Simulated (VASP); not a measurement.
Set up this calculation in VASP 6.6.1, as the native input.

* Task: single point
* Functional: PBE
* Potentials or basis: VASP PAW PBE potentials, release 64 (Be, S)
* Cutoff: 520 eV
* k mesh: 5 × 5 × 3
* Occupations: gaussian, width 0.2 eV
* Spin: no spin polarisation
* Dipole correction: no
* Further INCAR settings: ALGO = Normal; EDIFF = 1e-06; NBANDS = 20

The structure of Be7S lies in POSCAR:

```
Be7S
1.0
    3.7425035429      0.0000000000      0.0000000000
   -1.8712517714      3.2411031419      0.0000000000
    0.0000000000      0.0000000000      6.5923845119
Be S
7 1
Direct
    0.0039684112      0.3376005734      0.3565977672
    0.6623994266     -0.0039684112      0.6434022328
    0.0039684112      0.6663678378      0.6434022328
    0.6623994266      0.6663678378      0.3565977672
    0.3336321622     -0.0039684112      0.3565977672
    0.3336321622      0.3376005734      0.6434022328
    0.3333333333      0.6666666667      0.0000000000
    0.0000000000      0.0000000000      0.0000000000
```

These files were run (other wordings do the same):

INCAR

```
SYSTEM = Be7S
ALGO = Normal
EDIFF = 1E-6
ENCUT = 520
GGA = PE
ISIF = 2
ISMEAR = 0
LASPH = .TRUE.
LCHARG = .FALSE.
LREAL = .FALSE.
LWAVE = .FALSE.
NBANDS = 20
NELM = 60
PREC = Accurate
SIGMA = 0.2
```

KPOINTS

```
k-points
0
G
  5 5 3
  0 0 0
```

Potentials or basis: VASP PAW PBE potentials, release 64 (Be, S).

Run with:

```bash
$ cat potpaw_PBE.64/Be/POTCAR potpaw_PBE.64/S/POTCAR > POTCAR
$ mpirun -np 1 vasp_std > vasp.out
```

It gave:

```
Pressure               : 0.3 GPa
Largest force          : 0.017 eV/Å
Band gap on the k mesh : zero (band 10 reaches 6.61 eV, above the bottom of band 11 at 5.83 eV)
```

Caveat: the k points lie up to 0.39 Å⁻¹ apart.

It took 39 s on 1 thread of AMD EPYC 7R13 (shared host), peak memory 0.16 GiB.
